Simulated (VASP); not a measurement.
The system is SrO.

```
Sr O
1.0
     4.27003    0.00000    0.00000
    -2.13501    3.69795    0.00000
     0.00000    0.00000    5.14446
Sr O
2 2
Direct
  0.33333 0.66667 0.25000
  0.66667 0.33333 0.75000
  0.66667 0.33333 0.25000
  0.33333 0.66667 0.75000
```

Base run:

| Item | Value |
| --- | --- |
| Program | VASP 6.6.1 |
| Functional | PBE |
| Potentials or basis | VASP PAW PBE potentials, release 64 (Sr_sv, O) |
| Cutoff | 520 eV |
| k mesh | 6 × 6 × 4 |
| Occupations | gaussian, width 0.01 eV |
| Spin | no spin polarisation |

Its results: band gap on the k mesh 2.64 eV, direct; pressure 1.7 GPa.

Q: The run is repeated on the same cell with these changes: functional from PBE to r2SCAN. What comes out?

A: Band gap on the k mesh 3.02 eV, direct; pressure 0.5 GPa.

r2SCAN gives the wider gap, since meta-GGAs in the generalised Kohn-Sham scheme recover part of the derivative discontinuity.

Caveats: the PAW data sets were made with another functional, which shifts forces and pressure a little (some runs).

